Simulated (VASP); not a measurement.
**AgCl: single point with PBE**

The system is AgCl.

```
Ag Cl
1.0
     3.39963    0.00000    0.00000
     0.00000    3.39963    0.00000
     0.00000    0.00000    3.43397
Ag Cl
1 1
Direct
  0.00000 0.00000 0.00000
  0.50000 0.50000 0.50000
```

This cell differs from its parent crystal: equal xx and yy strain of -1 %.

| Property | Result |
| --- | --- |
| Program | VASP 6.6.1 |
| Task | single point |
| Functional | PBE |
| Potentials or basis | VASP PAW PBE potentials, release 64 (Ag, Cl) |
| Cutoff | 520 eV |
| k mesh | 9 × 9 × 9 |
| Occupations | fermi-dirac, width 0.01 eV |
| Spin | no spin polarisation |
| Dipole correction | no |
| Further INCAR settings | ALGO = Normal; EDIFF = 1e-06; NBANDS = 16 |

The pressure is 0.7 GPa. The band gap on the k mesh is 0.60 eV (least direct gap 2.11 eV).

Stress tensor (GPa, compression positive):
```
0.90 0.00 0.00
0.00 0.90 0.00
0.00 0.00 0.40
```

Levels at points of the mesh, in eV from the valence-band top:
```tsv
k point	band 5	band 6	band 7	band 8	band 9	band 10	band 11	band 12	band 13	band 14
(0.00, 0.00, 0.00)	-1.80	-1.79	-1.61	-1.51	-1.51	0.60	9.41	9.47	13.72	13.89
```

Wall time 62 s on 1 thread of Intel Xeon 8259CL, with other jobs on the host, peak memory 0.19 GiB.

Caveat: the cell differs from its parent crystal (equal xx and yy strain of -1 %); an odd mesh through Γ misses points on the zone boundary, where band edges can lie.
